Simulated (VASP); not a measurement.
# Co (Im-3m) in VASP: notebook

Runs on Co. Level: LDA. Tasks: single point.

All numbers are computed with VASP 6.6.1; they aren't measurements. Logs are shortened: lines on timing, memory, paths and dates and some standing lists are left out, and cuts for length are marked.

**1. The cell of the first run**

It takes space group Im-3m (No. 229, cubic). Conventional cell: a = 2.586 Å, b = 2.586 Å, c = 2.586 Å, α = 90.00°, β = 90.00°, γ = 90.00°. Within 3.0 Å of Co (site symmetry m-3m) lie 14 Co at 2.24 to 2.59 Å.

This isn't the form of Co at room conditions, which is hcp.

**2. Single point, LDA (8.65 Å³/atom)**

Contents of INCAR:

```
ALGO = Normal ; EDIFF = 1E-7
ENCUT = 520 ; GGA = CA
ISIF = 2 ; ISMEAR = -1
LASPH = True ; LCHARG = True
LELF = True ; LREAL = False
LVHAR = True ; LWAVE = False
NBANDS = 10 ; NELM = 80
PREC = Accurate ; SIGMA = 0.1
```

Contents of KPOINTS:

```
k-points
0
Gamma
  18 18 18
```

Contents of POSCAR:

```
Co
1.0
   -1.2930524184      1.2930524184      1.2930524184
    1.2930524184     -1.2930524184      1.2930524184
    1.2930524184      1.2930524184     -1.2930524184
Co
1
Direct
    0.0000000000      0.0000000000      0.0000000000
```

Potentials or basis: VASP PAW LDA potentials, release 64 (Co).

The run is started by

```console
$ cat potpaw_LDA.64/Co/POTCAR > POTCAR
$ mpirun -np 1 vasp_std > vasp.out
```

OUTCAR:

```text
EDIFF = 1E-7
   ENCUT = 520
   GGA = CA
   ISIF = 2
   ISMEAR = -1
   LASPH = True
   LREAL = False
   NELM = 80
   PREC = Accurate

 ion  position               nearest neighbor table
   1  0.000  0.000  0.000-

  LATTYP: Found a body centered cubic cell.
 ALAT       =     2.5861048368

  Lattice vectors:

 A1 = (  -1.2930524184,   1.2930524184,   1.2930524184)
 A2 = (   1.2930524184,  -1.2930524184,   1.2930524184)
 A3 = (   1.2930524184,   1.2930524184,  -1.2930524184)

Analysis of symmetry for initial positions (statically):
=====================================================================
 Subroutine PRICEL returns:
 Original cell was already a primitive cell.

 Routine SETGRP: Setting up the symmetry group for a
 body centered cubic supercell.

 Subroutine GETGRP returns: Found 48 space group operations
 (whereof 48 operations were pure point group operations)
 out of a pool of 48 trial point group operations.

The static configuration has the point symmetry O_h .

Analysis of symmetry for dynamics (positions and initial velocities):
=====================================================================
 Subroutine PRICEL returns:
 Original cell was already a primitive cell.

 Routine SETGRP: Setting up the symmetry group for a
 body centered cubic supercell.

 Subroutine GETGRP returns: Found 48 space group operations
 (whereof 48 operations were pure point group operations)
 out of a pool of 48 trial point group operations.

The dynamic configuration has the point symmetry O_h .

 Subroutine INISYM returns: Found 48 space group operations
 (whereof 48 operations are pure point group operations),
 and found     1 'primitive' translations

----------------------------------------------------------------------------------------

                                     Primitive cell

  volume of cell :       8.6479

  direct lattice vectors                    reciprocal lattice vectors
    -1.293052418  1.293052418  1.293052418     0.000000000  0.386681926  0.386681926
     1.293052418 -1.293052418  1.293052418     0.386681926  0.000000000  0.386681926
     1.293052418  1.293052418 -1.293052418     0.386681926  0.386681926  0.000000000

  length of vectors
     2.239632486  2.239632486  2.239632486     0.546850825  0.546850825  0.546850825

  position of ions in fractional coordinates (direct lattice)
     0.000000000  0.000000000  0.000000000

  ion indices of the primitive-cell ions
   primitive index   ion index
                 1           1

----------------------------------------------------------------------------------------

 KPOINTS: k-points

Automatic generation of k-mesh.
 Grid dimensions read from file:
 generate k-points for:   18   18   18

 Generating k-lattice:

  Cartesian coordinates                     Fractional coordinates (reciprocal lattice)
     0.000000000  0.021482329  0.021482329     0.055555556  0.000000000  0.000000000
     0.021482329  0.000000000  0.021482329     0.000000000  0.055555556  0.000000000
     0.021482329  0.021482329  0.000000000     0.000000000  0.000000000  0.055555556

  Length of vectors
     0.030380601  0.030380601  0.030380601

  Shift w.r.t. Gamma in fractional coordinates (k-lattice)
     0.000000000  0.000000000  0.000000000

 Subroutine IBZKPT returns following result:
 ===========================================

 Found    195 irreducible k-points:

 Following reciprocal coordinates:
            Coordinates               Weight
  0.000000  0.000000  0.000000      1.000000
  0.055556  0.000000  0.000000     12.000000
  0.111111  0.000000  0.000000     12.000000
  0.166667  0.000000  0.000000     12.000000
  0.222222  0.000000  0.000000     12.000000
  0.277778  0.000000  0.000000     12.000000
[... 16 lines left out ...]
  0.333333  0.111111  0.000000     48.000000
  0.388889  0.111111  0.000000     48.000000
 [... further k-points ...]
   k-points           NKPTS =    195   k-points in BZ     NKDIM =    195   number of bands    NBANDS=     10
   number of dos      NEDOS =    301   number of ions     NIONS =      1
   total plane-waves  NPLWV =   5832
   dimension x,y,z NGX =    18 NGY =   18 NGZ =   18
   dimension x,y,z NGXF=    36 NGYF=   36 NGZF=   36
   ions per type =               1
   NGX,Y,Z   is equivalent  to a cutoff of  13.36, 13.36, 13.36 a.u.
   NGXF,Y,Z  is equivalent  to a cutoff of  26.72, 26.72, 26.72 a.u.
 SYSTEM =  unknown system
   PREC   = accura    normal or accurate (medium, high low for compatibility)
   ISTART =      0    job   : 0-new  1-cont  2-samecut
   ICHARG =      2    charge: 1-file 2-atom 10-const
   ISPIN  =      1    spin polarized calculation?
   LNONCOLLINEAR =      F non collinear calculations
   LSORBIT =      F    spin-orbit coupling
   LASPH  =      T    aspherical Exc in radial PAW
   ENCUT  =  520.0 eV  38.22 Ry    6.18 a.u.   4.16  4.16  4.16*2*pi/ulx,y,z
   NELM   =     80;   NELMIN=  2; NELMDL= -5     # of ELM steps
   EDIFF  = 0.1E-06   stopping-criterion for ELM
   LREAL  =      F    real-space projection
   EDIFFG = 0.1E-05   stopping-criterion for IOM
   NSW    =      0    number of steps for IOM
   IBRION =     -1    ionic relax: 0-MD 1-quasi-New 2-CG
   NFREE  =      0    steps in history (QN), initial steepest desc. (CG)
   ISIF   =      2    stress and relaxation
   ISYM   =      2    0-nonsym 1-usesym 2-fastsym
   POTIM  = 0.5000    time-step for ionic-motion
   TEBEG  =    0.0;   TEEND  =   0.0 temperature during run
   PSTRESS=    0.0 pullay stress
   NELECT =       9.0000    total number of electrons
   NUPDOWN=      -1.0000    fix difference up-down
   EMIN   =  10.00;   EMAX   =-10.00  energy-range for DOS
   EFERMI =   0.00;   METHOD = LEGACY
   ISMEAR =    -1;   SIGMA  =   0.10  broadening in eV -4-tet -1-fermi 0-gaus
   EFERMI_NEDOS =   21; number of points for ismear=-14 and -15
   IALGO  =     38    algorithm
   IMIX   =      4    mixing-type and parameters
     AMIX     =   0.40;   BMIX     =  1.00
     AMIX_MAG =   1.60;   BMIX_MAG =  1.00
  volume/ion in A,a.u.               =       8.65        58.36
  Fermi-wavevector in a.u.,A,eV,Ry     =   1.659025  3.135102 37.448175  2.752363
  Thomas-Fermi vector in A             =   2.746505
   LORBIT       =      0    0 simple, 1 ext, 2 COOP (PROOUT), +10 PAW based schemes
   GGA     = CA    functional components
   LHFCALC =     F    Hartree Fock is set to
   AEXX    =    0.0000 exact exchange contribution
   IVDW    =     0    specifies the selected vdW correction
   LEPSILON=     F    determine dielectric tensor
   LRPA    =     F    only Hartree local field effects (RPA)
 non-spin polarized calculation
  energy-cutoff  :      520.00
  volume of cell :        8.65
 maximum number of plane-waves:       241
 NGX is ok and might be reduce to    18
   NGX =  9   NGY =  9   NGZ =  9

 number of electron       8.9999997 magnetization

 Free energy of the ion-electron system (eV)
  ---------------------------------------------------
  ext. energy  EPLUGINS =         0.00000000
  ---------------------------------------------------
  free energy    TOTEN  =        -7.68995677 eV

  energy without entropy =       -7.59943860  energy(sigma->0) =       -7.64469768

 E-fermi :  13.6139     XC(G=0): -15.1310

 val. band max:       13.6086936966   @ k =   0.3333   0.1667   0.0556
 cond. band min:      13.6141065667   @ k =   0.2778   0.0556  -0.0000
 fundamental gap:      0.0054128701
 Fermi energy:        13.6138826771

 k-point     1 :       0.0000    0.0000    0.0000
  band No.  band energies     occupation
      1       3.3804      2.00000
      2      11.1434      2.00000
      3      11.1434      2.00000
      4      11.1434      2.00000
      5      13.2299      1.95790
      6      13.2299      1.95790
      7      41.6256      0.00000
      8      41.6256      0.00000
      9      41.6256      0.00000
     10      49.0198      0.00000

 k-point     2 :       0.0556    0.0000    0.0000
  band No.  band energies     occupation
      1       3.5364      2.00000
      2      11.0932      2.00000
      3      11.1377      2.00000
      4      11.2364      2.00000
      5      13.1760      1.97524
      6      13.2338      1.95628
      7      40.9044      0.00000
      8      41.4936      0.00000
      9      41.6247      0.00000
     10      48.4235      0.00000

 k-point     3 :       0.1111    0.0000    0.0000
  band No.  band energies     occupation
      1       3.9935      2.00000
      2      10.9504      2.00000
      3      11.1085      2.00000
      4      11.5088      2.00000
      5      13.0469      1.99313
      6      13.2465      1.95047
      7      39.0921      0.00000
      8      40.9693      0.00000
      9      41.6223      0.00000
     10      47.7733      0.00000

 k-point     4 :       0.1667    0.0000    0.0000
  band No.  band energies     occupation
      1       4.7148      2.00000
      2      10.7365      2.00000
      3      11.0331      2.00000
      4      11.9405      2.00000
      5      12.9247      1.99797
      6      13.2710      1.93721
      7      36.6651      0.00000
      8      39.9412      0.00000
      9      41.6190      0.00000
     10      46.0499      0.00000

 k-point     5 :       0.2222    0.0000    0.0000
  band No.  band energies     occupation
      1       5.6208      2.00000
      2      10.4815      2.00000
      3      10.9382      2.00000
      4      12.4965      1.99997
      5      12.8845      1.99864
      6      13.3091      1.90936
      7      33.9321      0.00000
      8      38.6204      0.00000
      9      41.6153      0.00000
     10      43.9122      0.00000

 k-point     6 :       0.2778    0.0000    0.0000
  band No.  band energies     occupation
      1       6.5493      2.00000
      2      10.2184      2.00000
      3      10.9800      2.00000
      4      12.9369      1.99771
      5      13.1255      1.98498
      6      13.3601      1.85356
      7      31.1131      0.00000
      8      37.2901      0.00000
      9      41.6117      0.00000
     10      41.9733      0.00000
[... 183 lines left out ...]
 k-point    21 :       0.2222    0.1111   -0.0000
  band No.  band energies     occupation
      1       6.9239      2.00000
      2      10.2305      2.00000
      3      10.6129      2.00000
      4      12.7965      1.99944
      5      13.4285      1.72912
      6      13.6769      0.69484
      7      31.3110      0.00000
      8      34.9654      0.00000
      9      40.0397      0.00000
     10      42.9394      0.00000

 k-point    22 :       0.2778    0.1111    0.0000
  band No.  band energies     occupation
      1       7.6046      2.00000
      2       9.9991      2.00000
      3      10.8678      2.00000
      4      12.9186      1.99809
      5      13.5512      1.30366
      6      14.4335      0.00055
      7      28.5928      0.00000
      8      33.9682      0.00000
      9      38.6438      0.00000
     10      42.9955      0.00000

 k-point    23 :       0.3333    0.1111    0.0000
  band No.  band energies     occupation
      1       7.8869      2.00000
      2       9.8251      2.00000
      3      11.4491      2.00000
      4      13.0591      1.99224
      5      13.6686      0.73287
      6      15.2881      0.00000
      7      26.0998      0.00000
      8      33.2055      0.00000
      9      37.5734      0.00000
     10      43.0223      0.00000

 k-point    24 :       0.3889    0.1111    0.0000
  band No.  band energies     occupation
      1       7.9312      2.00000
      2       9.7169      2.00000
      3      11.9935      2.00000
      4      13.1392      1.98279
      5      13.8386      0.19126
      6      16.1286      0.00000
      7      24.1439      0.00000
      8      32.7205      0.00000
      9      36.8942      0.00000
     10      43.0348      0.00000

 [... further k-points ...]

------------------------ aborting loop because EDIFF is reached ----------------------------------------

  FORCE on cell =-STRESS in cart. coord.  units (eV):
  Direction    XX          YY          ZZ          XY          YZ          ZX
  --------------------------------------------------------------------------------------
  -------------------------------------------------------------------------------------
  Total        2.6440794      2.6440794      2.6440794      0.0000000     -0.0000000      0.0000000
  in kB      489.8653250    489.8653250    489.8653250      0.0000000     -0.0000000      0.0000000
  external PRESSURE =     489.8653250 kB  Pullay stress =       0.0000000 kB

 VOLUME and BASIS-vectors are now :
 -----------------------------------------------------------------------------
  energy-cutoff  :      520.00
  volume of cell :        8.65
      direct lattice vectors                 reciprocal lattice vectors
    -1.293052418  1.293052418  1.293052418     0.000000000  0.386681926  0.386681926
     1.293052418 -1.293052418  1.293052418     0.386681926  0.000000000  0.386681926
     1.293052418  1.293052418 -1.293052418     0.386681926  0.386681926  0.000000000

 POSITION                                       TOTAL-FORCE (eV/Angst)
 -----------------------------------------------------------------------------------
      0.00000      0.00000      0.00000         0.000000      0.000000     -0.000000
 -----------------------------------------------------------------------------------
    total drift:                                0.000000     -0.000000      0.000000

  FREE ENERGIE OF THE ION-ELECTRON SYSTEM (eV)
  ---------------------------------------------------
  free  energy   TOTEN  =        -7.6899567658 eV

  energy  without entropy=       -7.5994385980  energy(sigma->0) =       -7.64469768
```

Run time: 24 s. Hardware: 1 thread of AMD EPYC 7R13, shared host; peak memory 0.1 GiB.

Results:

```
Free energy            : -7.6900 eV
Pressure               : 49.0 GPa
Band gap on the k mesh : zero (an odd number of electrons rules out a gap without spin polarisation)
```

Levels at points of the mesh, in eV from the Fermi level:
```
           k point  band 1  band 2  band 3  band 4  band 5  band 6  band 7  band 8  band 9  band 10
(0.00, 0.00, 0.00)  -10.23   -2.47   -2.47   -2.47   -0.38   -0.38   28.01   28.01   28.01    35.41
(0.50, 0.00, 0.00)   -6.01   -3.99   -0.41   -0.09    0.36    1.21    9.70   20.88   24.30    27.99
(0.50, 0.50, 0.50)   -5.79   -5.79    0.84    0.84    0.84   11.75   11.75   11.75   18.92    18.92
```

Caveat: the cell stands under pressure; the run has no spin polarisation, though such a crystal can be magnetic. Spin polarisation is off, so any magnetic state and its effect on volume and gap are missing.

(Part 1 of 2 ends here.)
